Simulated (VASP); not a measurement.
Runs of VASP 6.6.1 on GaSb (sol). The structure is that of space group F-43m (No. 216), or close to it. The cells are those of the table. 

```tsv
task	cell	k mesh	cutoff (eV)	smearing	gap on the mesh (eV)	pressure (GPa)	relaxed volume (Å³/atom)
relaxation of cell and atoms	relaxed from a = 4.340 Å, angles 60.0°, 2 atoms	12 × 12 × 12	600	gaussian 0.1 eV	-	0.0	(a)
single point	a = 4.323 Å, angles 60.0°, 2 atoms	12 × 12 × 12	520	fermi-dirac 0.15 eV	-	0.1	-
single point	a = 4.322 Å, angles 60.0°, 2 atoms	12 × 12 × 12	520	gaussian 0.1 eV	-	0.1	-
relaxation of cell and atoms	relaxed from a = 4.322 Å, angles 60.0°, 2 atoms	12 × 12 × 12	600	fermi-dirac 0.15 eV	none	0.0	28.59
single point	a = 4.340 Å, angles 60.0°, 2 atoms	6 × 6 × 6	520	gaussian 0.1 eV	none	-0.4	-
```

Alike in all rows: level PBEsol; potentials or basis VASP PAW PBE potentials, release 64 (Ga_d, Sb); no spin polarisation.

Problem. Fill in the values left out.

Solution. (a) 28.58.

Caveats: the PAW data sets were made with another functional, which shifts forces and pressure a little; spin-orbit coupling is left out, which moves the levels of the heavy elements.

A k mesh can miss the band edges, and the runs leave out spin-orbit coupling on Ga, Sb.

A gap of «none» marks levels without a gap at the run's occupations.
